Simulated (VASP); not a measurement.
Write the native input for VASP 6.6.1 that does the following.

* Task: single point
* Functional: PBE
* Potentials or basis: VASP PAW PBE potentials, release 64 (W_sv)
* Cutoff: 520 eV
* k mesh: 14 × 14 × 14
* Occupations: methfessel-paxton, width 0.3 eV
* Spin: no spin polarisation
* Dipole correction: no
* Further INCAR settings: ALGO = Normal; EDIFF = 1e-06; NBANDS = 13

The structure of W lies in POSCAR:

```
W
1.0
   -1.5921723362      1.5921723362      1.5921723362
    1.5921723362     -1.5921723362      1.5921723362
    1.5921723362      1.5921723362     -1.5921723362
W
1
Direct
    0.0000000000      0.0000000000      0.0000000000
```

These files were run (other wordings do the same):

INCAR

```
PREC     = Accurate       # precision mode
ENCUT    = 520            # plane-wave cutoff, eV
EDIFF    = 1E-6           # SCF threshold, eV
ISMEAR   = 1              # smearing method
SIGMA    = 0.3            # smearing width, eV
LREAL    = F              # projectors in reciprocal space
LASPH    = T              # aspherical terms in the spheres
NELM     = 60             # most SCF steps
ALGO     = Normal         # electronic algorithm
ISIF     = 2              # what is computed and relaxed
LWAVE    = F              # write WAVECAR
LCHARG   = F              # write CHGCAR
GGA      = PE             # functional
NBANDS   = 13             # bands
```

KPOINTS

```
regular mesh
0
Gamma
  14 14 14
```

Potentials or basis: VASP PAW PBE potentials, release 64 (W_sv).

Launch:

```sh
$ cat potpaw_PBE.64/W_sv/POTCAR > POTCAR
$ mpirun -np 1 vasp_std > vasp.out
```

It gave:

- Pressure: 0.5 GPa
- Band gap on the k mesh: zero (band 7 reaches 16.21 eV, above the bottom of band 8 at 9.98 eV)

Caveat: spin-orbit coupling is left out, which moves the levels of the heavy elements.

Wall time 18 s on 1 thread of Intel Xeon 8259CL, on a shared host, peak memory 0.15 GiB.
